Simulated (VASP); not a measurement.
Set up this calculation in VASP 6.6.1, as the native input.

- Task: single point
- Functional: PBE
- Potentials or basis: VASP PAW PBE potentials, release 64 (Hf_pv, O)
- Cutoff: 520 eV
- k mesh: 8 × 8 × 8
- Occupations: gaussian, width 0.05 eV
- Spin: no spin polarisation
- Dipole correction: no
- Further INCAR settings: ALGO = Normal; EDIFF = 1e-07; NBANDS = 18

The structure of HfO2 lies in POSCAR:

```
HfO2
1.0
    0.0000000000      2.5575000000      2.5575000000
    2.5575000000      0.0000000000      2.5575000000
    2.5575000000      2.5575000000      0.0000000000
Hf O
1 2
Direct
    0.0000000000      0.0000000000      0.0000000000
    0.2060117302      0.2939882698      0.2060117302
    0.7500000000      0.7500000000      0.7500000000
```

This cell differs from its parent crystal: atom 2 (O) moved by (-0.225, +0.000) A along y and z.

The input as run:

INCAR

```
PREC     = Accurate       # precision mode
ENCUT    = 520            # plane-wave cutoff, eV
EDIFF    = 1E-7           # SCF threshold, eV
ISMEAR   = 0              # smearing method
SIGMA    = 0.05           # smearing width, eV
LREAL    = False          # projectors in reciprocal space
LASPH    = True           # aspherical terms in the spheres
NELM     = 80             # most SCF steps
ALGO     = Normal         # electronic algorithm
ISIF     = 2              # what is computed and relaxed
LWAVE    = False          # write WAVECAR
LCHARG   = False          # write CHGCAR
GGA      = PE             # functional
NBANDS   = 18             # bands
```

KPOINTS

```
regular mesh
0
Gamma
  8 8 8
```

Potentials or basis: VASP PAW PBE potentials, release 64 (Hf_pv, O).

The run is started by

```console
$ cat potpaw_PBE.64/Hf_pv/POTCAR potpaw_PBE.64/O/POTCAR > POTCAR
$ mpirun -np 1 vasp_std > vasp.out
```

It gave:

```json
{"Pressure": "-2.2 GPa", "Largest force": "2.330 eV/Å", "Band gap on the k mesh": "3.62 eV, direct"}
```

Caveat: the cell differs from its parent crystal (atom 2 (O) moved by (-0.225, +0.000) A along y and z); spin-orbit coupling is left out, which moves the levels of the heavy elements; forces of over 1 eV/Å act on the atoms, so gaps and moduli don't describe the material at rest.

It took 28 s on 1 thread of Intel(R) Xeon(R) 6975P-C (Granite Rapids), with other jobs on the host, peak memory 0.19 GiB.
